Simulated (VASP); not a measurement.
The system is KTe4.

```
K Te
1.0
     2.86170    1.65221    5.64268
    -2.86170    1.65221    5.64268
     0.00000   -3.30441    5.64268
K Te
1 4
Direct
  0.50000 0.50000 0.50000
  0.29362 0.29362 0.29362
  0.08307 0.08307 0.08307
  0.91693 0.91693 0.91693
  0.70638 0.70638 0.70638
```

* Program: VASP 6.6.1
* Task: relaxation of cell and atoms
* Functional: PBE
* Potentials or basis: VASP PAW PBE potentials, release 64 (K_sv, Te)
* Cutoff: 600 eV
* k mesh: 6 × 6 × 6
* Occupations: gaussian, width 0.1 eV
* Spin: no spin polarisation

At the start: pressure 0.1 GPa; volume 32.02 Å³/atom.

Task: Where does the relaxation end?

Result: Over 16 steps the energy falls by 23.7 meV/atom and the volume is 32.68 Å³/atom (+2.1 %); space group R-3m (No. 166, to 0.05 Å).

Step by step:
```tsv
step	energy change (eV)	largest force (eV/Å)	pressure (GPa)	volume (Å³)
1	0.0000	0.3758	0.11	160.08
2	-0.0259	0.3426	-0.09	160.58
3	-0.0365	0.3360	-0.24	161.15
4	-0.0589	0.2951	0.09	160.47
5	-0.0862	0.1701	1.04	158.66
6	-0.1004	0.1333	0.74	160.38
7	-0.1125	0.1621	0.20	163.95
8	-0.1126	0.1657	0.16	164.28
9	-0.1146	0.0951	0.02	164.53
10	-0.1154	0.0519	-0.14	164.84
11	-0.1168	0.0501	-0.08	164.38
12	-0.1177	0.0480	0.04	163.49
13	-0.1177	0.0483	0.03	163.58
14	-0.1181	0.0466	0.00	163.59
15	-0.1183	0.0449	-0.04	163.60
16	-0.1186	0.0390	0.00	163.41
```

Final structure:
```
CELL_PARAMETERS angstrom
2.83768 1.63833 5.85825
-2.83768 1.63833 5.85825
0.00000 -3.27667 5.85825
ATOMIC_POSITIONS crystal
K 0.50000 0.50000 0.50000
Te 0.28091 0.28091 0.28091
Te 0.08087 0.08087 0.08087
Te 0.91913 0.91913 0.91913
Te 0.71909 0.71909 0.71909
```
